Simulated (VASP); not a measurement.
A run of VASP 6.6.1 is set up as follows.

File POSCAR:

```
GePt
1.0
    5.7693972176      0.0000000000      0.0000000000
    0.0000000000      3.7122201553      0.0000000000
    0.0000000000      0.0000000000      6.1376510873
Ge Pt
4 4
Direct
    0.8129556274      0.7500000000      0.5868256937
    0.1870443726      0.2500000000      0.4131743063
    0.3129556274      0.7500000000      0.9131743063
    0.6870443726      0.2500000000      0.0868256937
    0.0031069475      0.7500000000      0.1938938268
    0.9968930525      0.2500000000      0.8061061732
    0.5031069475      0.7500000000      0.3061061732
    0.4968930525      0.2500000000      0.6938938268
```

The input INCAR.step1:

```
ALGO     = Normal         # electronic algorithm
EDIFF    = 1E-4           # SCF threshold, eV
ENCUT    = 520            # plane-wave cutoff, eV
GGA      = PE             # functional
ISMEAR   = -1             # smearing method
KPAR     = 4            
LASPH    = T              # aspherical terms in the spheres
LCHARG   = F              # write CHGCAR
LREAL    = F              # projectors in reciprocal space
LWAVE    = T              # write WAVECAR
NBANDS   = 58             # bands
NELM     = 100            # most SCF steps
PREC     = Accurate       # precision mode
SIGMA    = 0.15           # smearing width, eV
```

Contents of INCAR.step2:

```
ALGO     = Normal         # electronic algorithm
EDIFF    = 1E-6           # SCF threshold, eV
ENCUT    = 520            # plane-wave cutoff, eV
ISIF     = 2              # what is computed and relaxed
ISMEAR   = -1             # smearing method
ISTART   = 1            
KPAR     = 4            
LASPH    = T              # aspherical terms in the spheres
LCHARG   = F              # write CHGCAR
LMIXTAU  = T            
LREAL    = F              # projectors in reciprocal space
LWAVE    = F              # write WAVECAR
METAGGA  = R2SCAN         # meta-GGA
NBANDS   = 58             # bands
NELM     = 100            # most SCF steps
PREC     = Accurate       # precision mode
SIGMA    = 0.15           # smearing width, eV
```

File KPOINTS:

```
k-points
0
Gamma
  6 10 6
```

Potentials or basis: VASP PAW PBE potentials, release 64 (Ge_d, Pt).

Launch:

```bash
$ cat potpaw_PBE.64/Ge_d/POTCAR potpaw_PBE.64/Pt/POTCAR > POTCAR
$ cp INCAR.step1 INCAR
$ mpirun -np 4 vasp_std > vasp.out
$ cp INCAR.step2 INCAR
$ mpirun -np 4 vasp_std > vasp.out
```

(1) Estimate the band gap on the k mesh.

(2) Estimate the largest force.

(3) What does it give for the pressure?

Results:

(1) zero (bands 48 and 49 overlap by 1.45 eV).

(2) 0.012 eV/Å.

(3) 0.2 GPa.

Caveat: the PAW data sets were made with another functional, which shifts forces and pressure a little; spin-orbit coupling is left out, which moves the levels of the heavy elements.
